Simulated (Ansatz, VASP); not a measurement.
# Ag: VASP beside Ansatz

File INCAR:

```
  PREC = Accurate
  ENCUT = 520
  EDIFF = 1E-6
  ISMEAR = 1
  SIGMA = 1.0
  LREAL = False
  LASPH = True
  NELM = 80
  ALGO = Normal
  ISIF = 2
  LWAVE = False
  LCHARG = False
  GGA = PE
  NBANDS = 12
```

Contents of KPOINTS:

```
Automatic mesh
0
Gamma
  13 13 13
```

POSCAR

```
Ag
1.0
    0.0000000000      2.0734381516      2.0734381516
    2.0734381516      0.0000000000      2.0734381516
    2.0734381516      2.0734381516      0.0000000000
Ag
1
Direct
    0.0000000000      0.0000000000      0.0000000000
```

Input for Ansatz:

```yaml
crystal:
  lattice:
    - [0.0, 2.0734381516, 2.0734381516]
    - [2.0734381516, 0.0, 2.0734381516]
    - [2.0734381516, 2.0734381516, 0.0]
  atoms:
    - { symbol: Ag, position: [0.0, 0.0, 0.0] }
hamiltonian:
  xc: pbe
  pseudopotentials:
    kind: paw
    azcp:
      Ag: "pseudopotentials/Ag.paw.azcp"
basis:
  ecutwfc: 420
  fft_grid_basis: typed
kpoints:
  mp_grid: { grid: [13, 13, 13], shift: [0, 0, 0] }
magnetization:
  spin_polarized: false
scf:
  occupations: { method: cold, width: 1.0 }
  lower_state_search: "off"
output:
  stress: true
  write_density: true
  write_potential: true
  elf: true
  volumetric_format: npy
```

Alike in both runs: task single point; functional PBE; k mesh 13 × 13 × 13; no spin polarisation.

|  | VASP | Ansatz |
| --- | --- | --- |
| version | VASP 6.6.1 | Ansatz 0.2.0 |
| potentials or method | VASP PAW PBE potentials, release 64 (Ag), cutoff 520 eV | plane waves (420 eV) with PAW, scalar-relativistic |
| occupations | methfessel-paxton of order 1, width 1 eV | cold, width 1 eV |
| valence electrons in the cell | 11 | 19 |

Ansatz gave:

```
pressure (GPa) : 0.1
```

Q: Estimate VASP's values.

A: Pressure (GPa): -0.1.

VASP's potentials hold 11 valence electrons a cell and Ansatz's 19, so a difference there can come from the potentials and not from the codes.
